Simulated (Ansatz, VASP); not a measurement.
# One calculation of PbS, two programs

```
Pb S
1.0
    -2.96713   -2.96713    0.00000
     2.96713   -2.96713    0.00000
     0.00000    0.00000   12.36853
Pb S
4 4
Cartesian
  0.0000 -2.9671 1.4836
  0.0000 0.0000 4.4507
  0.0000 -2.9671 7.4178
  0.0000 0.0000 10.3850
  0.0000 0.0000 1.4836
  0.0000 -2.9671 4.4507
  0.0000 0.0000 7.4178
  0.0000 -2.9671 10.3850
```

Alike in both runs: task single point; functional PBE; dispersion D3(BJ); k mesh 8 × 8 × 3; occupations gaussian, width 0.03 eV; no spin polarisation.

|  | VASP | Ansatz |
| --- | --- | --- |
| version | VASP 6.6.1 | Ansatz 0.2.0 |
| potentials or method | VASP PAW PBE potentials, release 64 (Pb_d, S), cutoff 520 eV | scalar-relativistic, plane waves, PAW |
| valence electrons in the cell | 80 | 80 |

Ansatz gave:

| Quantity | Value |
| --- | --- |
| gap on the k mesh at the Fermi level (eV) | 0.59 |
| least direct gap on the mesh (eV) | 0.59 |
| pressure (GPa) | -1.3 |
| traceless stress, the component that is largest in VASP (GPa) | -1.67 |
| rms of the force components (eV/Å) | 0.109 |

Problem. What did VASP give for the same quantities?

Solution. gap on the k mesh at the Fermi level (eV): 0.59; least direct gap on the mesh (eV): 0.59; pressure (GPa): -1.3; traceless stress, the component that is largest in VASP (GPa): -1.68; rms of the force components (eV/Å): 0.109.

Atom by atom the forces differ by 0.001 eV/Å (rms over components).

Spin-orbit coupling is off throughout.
